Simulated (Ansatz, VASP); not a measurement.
Mg in VASP and in Ansatz

```xyz
1
Lattice="-1.8482 1.8482 1.6905 1.8482 -1.8482 1.6905 1.8482 1.8482 -1.6905" Properties=species:S:1:pos:R:3 pbc="T T T"
Mg    0.0000    0.0000    0.0000
```

Change from the starting cell: volume scaled by 1.02.

Alike in both runs: task single point; functional PBE; k mesh 11 × 11 × 11; occupations fermi-dirac, width 0.05 eV; no spin polarisation.

```csv
,VASP,Ansatz
version,VASP 6.6.1,Ansatz 0.2.0
potentials or method,"VASP PAW PBE potentials, release 64 (Mg), cutoff 520 eV","all-electron LAPW, scalar-relativistic"
```

|  | VASP | Ansatz | Ansatz less VASP |
| --- | --- | --- | --- |
| gap on the k mesh at the Fermi level (eV) | none | none | - |
| pressure (GPa) | -0.3 | -0.2 | +0.10 |
| traceless stress, the component that is largest in VASP (GPa) | 0.12 | 0.12 | 0.000 |

A gap of «none» marks a metal or a gap that the smearing closes. Ansatz ran all-electron here, and VASP with PAW potentials.
